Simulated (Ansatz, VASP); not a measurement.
## Two plane-wave programs on Au

The input INCAR:

```
ALGO     = Fast           # electronic algorithm
EDIFF    = 1E-6           # SCF threshold, eV
EDIFFG   = -0.01          # ionic threshold
ENCUT    = 600            # plane-wave cutoff, eV
GGA      = PS             # functional
IBRION   = 2              # ionic algorithm
ISIF     = 3              # what is computed and relaxed
ISMEAR   = -1             # smearing method
IVDW     = 12             # dispersion correction
LASPH    = T              # aspherical terms in the spheres
LCHARG   = F              # write CHGCAR
LREAL    = F              # projectors in reciprocal space
LWAVE    = F              # write WAVECAR
NELM     = 60             # most SCF steps
NSW      = 60             # ionic steps
PREC     = Accurate       # precision mode
SIGMA    = 0.05           # smearing width, eV
```

KPOINTS

```
k-points
0
Gamma
  11 11 11
```

File POSCAR:

```
Au
1.0
   -1.6572690000      1.6572690000      1.6572690000
    1.6572690000     -1.6572690000      1.6572690000
    1.6572690000      1.6572690000     -1.6572690000
Au
1
Direct
    0.0000000000      0.0000000000      0.0000000000
```

input.yaml

```yaml
crystal:
  lattice:
    - [-1.657269, 1.657269, 1.657269]
    - [1.657269, -1.657269, 1.657269]
    - [1.657269, 1.657269, -1.657269]
  atoms:
    - { symbol: Au, position: [0.0, 0.0, 0.0] }
hamiltonian:
  xc: pbesol
  pseudopotentials: { kind: paw }
  dispersion: d3bj
kpoints:
  mp_grid: { grid: [11, 11, 11] }
scf:
  occupations: { method: fermi_dirac, width: 0.05 }
output:
  forces: true
  stress: true
  eigenvalues: true
relax:
  f_tol: 0.01
  max_steps: 40
  cell: { stress_tol: 0.05 }
```

Alike in both runs: task relaxation of cell and atoms; functional PBEsol; dispersion D3(BJ); k mesh 11 × 11 × 11; occupations fermi-dirac, width 0.05 eV; no spin polarisation.

```csv
,VASP,Ansatz
version,VASP 6.6.1,Ansatz 0.2.0
potentials or method,"VASP PAW PBE potentials, release 64 (Au)",Ansatz PAW
plane-wave cutoff (eV),600,420
valence electrons in the cell,11,19
```

Ansatz gave:

```
gap on the k mesh at the Fermi level, each at its own relaxed structure (eV) : none
relaxed volume (Å³/atom)                                                     : 16.51
relaxed cell length with the largest relative difference (Å)                 : 2.778
```

What did VASP give for the same quantities?

gap on the k mesh at the Fermi level, each at its own relaxed structure (eV): none; relaxed volume (Å³/atom): 16.49; relaxed cell length with the largest relative difference (Å): 2.777.

VASP's potentials were made for PBE, not for PBEsol. A gap of «none» marks a metal or a gap that the smearing closes. VASP's potentials hold 11 valence electrons a cell and Ansatz's 19, so a difference there can come from the potentials and not from the codes.

Spin-orbit coupling is off throughout. Noted on Ansatz's run: the plane-wave basis is chosen anew once the cell has moved, so the energies of steps on either side of that aren't comparable.
